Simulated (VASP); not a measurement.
A run of VASP 6.6.1:

Contents of POSCAR:

```
Hg
1.0
    3.0484575240      0.0000000000      0.0000000000
    0.0000000000      3.0484575240      0.0000000000
    0.0000000000      0.0000000000      3.0484575240
Hg
1
Direct
    0.0000000000      0.0000000000      0.0000000000
```

INCAR.step1

```
SYSTEM = Hg
ALGO = Normal
EDIFF = 1E-4
ENCUT = 520
GGA = PE
ISMEAR = -1
LASPH = .TRUE.
LCHARG = .FALSE.
LREAL = .FALSE.
LWAVE = .TRUE.
NBANDS = 12
NELM = 60
PREC = Accurate
SIGMA = 0.1
```

INCAR.step2

```
SYSTEM = Hg
ALGO = Normal
EDIFF = 1E-6
ENCUT = 520
ISIF = 2
ISMEAR = -1
ISTART = 1
LASPH = .TRUE.
LCHARG = .TRUE.
LELF = .TRUE.
LMIXTAU = .TRUE.
LREAL = .FALSE.
LVHAR = .TRUE.
LWAVE = .FALSE.
METAGGA = R2SCAN
NBANDS = 12
NELM = 60
PREC = Accurate
SIGMA = 0.1
```

File KPOINTS:

```
k-points
0
G
  12 12 12
  0 0 0
```

Potentials or basis: VASP PAW PBE potentials, release 64 (Hg).

Launch:

```bash
$ cat potpaw_PBE.64/Hg/POTCAR > POTCAR
$ cp INCAR.step1 INCAR
$ mpirun -np 1 vasp_std > vasp.out
$ cp INCAR.step2 INCAR
$ mpirun -np 1 vasp_std > vasp.out
```

Hardware: 1 thread of Intel(R) Xeon(R) 6975P-C (Granite Rapids), on a shared host.

Question: How long does it take, and how much memory?

Answer: Wall time 25 s on 1 thread of Intel(R) Xeon(R) 6975P-C (Granite Rapids), with other jobs on the host, peak memory 0.15 GiB. Counts: k points 84.
